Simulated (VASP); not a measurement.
A run of VASP 6.6.1 is set up as follows.

The input INCAR:

```
  ALGO = Normal
  EDIFF = 1E-7
  EDIFFG = -0.04
  ENCUT = 600
  GGA = PE
  IBRION = 2
  ISIF = 3
  ISMEAR = 0
  LASPH = True
  LCHARG = False
  LREAL = False
  LWAVE = False
  NELM = 100
  NSW = 90
  PREC = Accurate
  SIGMA = 0.1
```

File KPOINTS:

```
k-points
0
Gamma
  4 4 2
```

POSCAR

```
AlGa3As4
1.0
    3.8919921500      0.0000000000      0.0000000000
    0.0000000000      3.8919921500      0.0000000000
    0.0000000000      0.0000000000     11.0082161600
Al Ga As
1 3 4
Direct
    0.0000000000      0.0000000000      0.5000000000
    0.0000000000      0.0000000000      0.0000000000
    0.5000000000      0.5000000000      0.2500000000
    0.5000000000      0.5000000000      0.7500000000
    0.5000000000      0.0000000000      0.3750000000
    0.0000000000      0.5000000000      0.6250000000
    0.5000000000      0.0000000000      0.8750000000
    0.0000000000      0.5000000000      0.1250000000
```

Potentials or basis: VASP PAW PBE potentials, release 64 (Al, Ga_d, As).

Command:

```bash
$ cat potpaw_PBE.64/Al/POTCAR potpaw_PBE.64/Ga_d/POTCAR potpaw_PBE.64/As/POTCAR > POTCAR
$ mpirun -np 1 vasp_std > vasp.out
```

(1) What does it give for the relaxed cell?

(2) Estimate the space group after relaxing (to 0.1 Å).

## Answers

(1) a = 4.089 Å, b = 4.089 Å, c = 11.379 Å, α = 90.00°, β = 90.00°, γ = 90.00°.

(2) P-4m2 (No. 115).
